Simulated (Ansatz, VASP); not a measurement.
# KH3: VASP beside Ansatz

```xyz
8
Lattice="-4.2616 4.2616 4.8529 4.2616 -4.2616 4.8529 4.2616 4.2616 -4.8529" Properties=species:S:1:pos:R:3 pbc="T T T"
K     0.0000    0.0000    4.8529
K     0.0000    0.0000    0.0000
H     3.9964   -0.2653    4.8529
H     0.2653    3.9964    4.8529
H     0.0000    0.0000    7.2793
H     0.2653    4.5269    0.0000
H     3.9964    0.2653    0.0000
H     0.0000    0.0000    2.4264
```

Alike in both runs: functional PBE; k mesh 4 × 4 × 4; occupations gaussian, width 0.02 eV; no spin polarisation.

Ansatz relaxed the structure, and its values are those at the end. VASP's run is a single point on that final structure, the one shown.

```csv
,VASP,Ansatz
version,VASP 6.6.1,Ansatz 0.2.0
potentials or method,"VASP PAW PBE potentials, release 64 (K_sv, H), cutoff 520 eV","scalar-relativistic, plane waves, PAW"
valence electrons in the cell,24,24
```

```tsv
	VASP	Ansatz	Ansatz less VASP
gap on the k mesh at the Fermi level (eV)	2.59	2.59	0.000
least direct gap on the mesh (eV)	2.69	2.69	0.000
pressure (GPa)	0.0	0.0	+0.04
```

The functional is the same, so the differences come from potentials, cutoffs and numerics. Ansatz's warnings: xc potential rough in thin density.
